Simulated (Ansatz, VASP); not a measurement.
## Al6O in VASP and in Ansatz

Contents of INCAR:

```
PREC     = Accurate       # precision mode
ENCUT    = 520            # plane-wave cutoff, eV
EDIFF    = 1E-6           # SCF threshold, eV
ISMEAR   = 0              # smearing method
SIGMA    = 0.1            # smearing width, eV
LREAL    = F              # projectors in reciprocal space
LASPH    = T              # aspherical terms in the spheres
NELM     = 200            # most SCF steps
ALGO     = Normal         # electronic algorithm
ISIF     = 2              # what is computed and relaxed
LWAVE    = F              # write WAVECAR
LCHARG   = F              # write CHGCAR
ISPIN    = 2              # spin polarisation
MAGMOM   = 0 0 0 0 0 0 0 0 0 0 0 0 1 1 # initial moments
LORBIT   = 11             # projections on sites
LDIPOL   = T            
IDIPOL   = 3            
DIPOL    = 0.5 0.5 0.307
GGA      = PE             # functional
NBANDS   = 41             # bands
GGA_COMPAT= F            
NELMDL   = -8
```

KPOINTS

```
Automatic mesh
0
Gamma
  5 5 1
```

The input POSCAR:

```
Al6O
1.0
    5.7135165838      0.0000000000      0.0000000000
    0.0000000000      5.7135165838      0.0000000000
    0.0000000000      0.0000000000     22.1746954225
Al O
12 2
Direct
    0.2500000000      0.2500000000      0.1803857922
    0.2500000000      0.7500000000      0.1803857922
    0.7500000000      0.2500000000      0.1803857922
    0.7500000000      0.7500000000      0.1803857922
    0.0000000000      0.0000000000      0.2744050915
    0.0000000000      0.5000000000      0.2744050915
    0.5000000000      0.0000000000      0.2744050915
    0.5000000000      0.5000000000      0.2744050915
    0.2500000000      0.2500000000      0.3686497274
    0.2500000000      0.7500000000      0.3686497274
    0.7500000000      0.2500000000      0.3686497274
    0.7500000000      0.7500000000      0.3686497274
    0.1275710213      0.2500000000      0.5039390715
    0.3724289787      0.2500000000      0.5039390715
```

Input for Ansatz:

```yaml
crystal:
  lattice:
    - [5.7135165838, 0.0, 0.0]
    - [0.0, 5.7135165838, 0.0]
    - [0.0, 0.0, 22.1746954225]
  atoms:
    - { symbol: Al, position: [0.25, 0.25, 0.1803857922] }
    - { symbol: Al, position: [0.25, 0.75, 0.1803857922] }
    - { symbol: Al, position: [0.75, 0.25, 0.1803857922] }
    - { symbol: Al, position: [0.75, 0.75, 0.1803857922] }
    - { symbol: Al, position: [0.0, 0.0, 0.2744050915] }
    - { symbol: Al, position: [0.0, 0.5, 0.2744050915] }
    - { symbol: Al, position: [0.5, 0.0, 0.2744050915] }
    - { symbol: Al, position: [0.5, 0.5, 0.2744050915] }
    - { symbol: Al, position: [0.25, 0.25, 0.3686497274] }
    - { symbol: Al, position: [0.25, 0.75, 0.3686497274] }
    - { symbol: Al, position: [0.75, 0.25, 0.3686497274] }
    - { symbol: Al, position: [0.75, 0.75, 0.3686497274] }
    - { symbol: O, position: [0.1275710213, 0.25, 0.5039390715], spin: 1.0 }
    - { symbol: O, position: [0.3724289787, 0.25, 0.5039390715], spin: 1.0 }
basis:
  ecutwfc: 420
kpoints:
  mp_grid: { grid: [5, 5, 1] }
hamiltonian:
  xc: pbe
  pseudopotentials: { kind: paw, azcp: { folder: soft_1 } }
scf:
  occupations: { method: gaussian, width: 0.1 }
output:
  forces: true
  eigenvalues: true
  populations: true
magnetization:
  spin_polarized: true
efield:
  axis: 3
  dipole_correction: true
  ramp_width: 0.04
```

Alike in both runs: task single point; functional PBE; k mesh 5 × 5 × 1; occupations gaussian, width 0.1 eV; collinear spin.

|  | VASP | Ansatz |
| --- | --- | --- |
| version | VASP 6.6.1 | Ansatz 0.2.0 |
| potentials or method | VASP PAW PBE potentials, release 64 (Al, O), cutoff 520 eV | scalar-relativistic, plane waves, PAW |
| valence electrons in the cell | 48 | 48 |

|  | VASP | Ansatz | Ansatz less VASP |
| --- | --- | --- | --- |
| gap on the k mesh at the Fermi level (eV) | none | none | - |
| rms of the force components (eV/Å) | 1.103 | 1.182 | +0.0787 |
| net moment per atom (μB) | 0.12 | 0.12 | -0.001 |
| size of the moment on the site where the two differ most (μB) | 0.70 | 0.56 | -0.135 |

Site moments also hang on the region over which each program counts them. Atom by atom the forces differ by 0.079 eV/Å (rms over components). A gap of «none» marks a metal or a gap that the smearing closes.
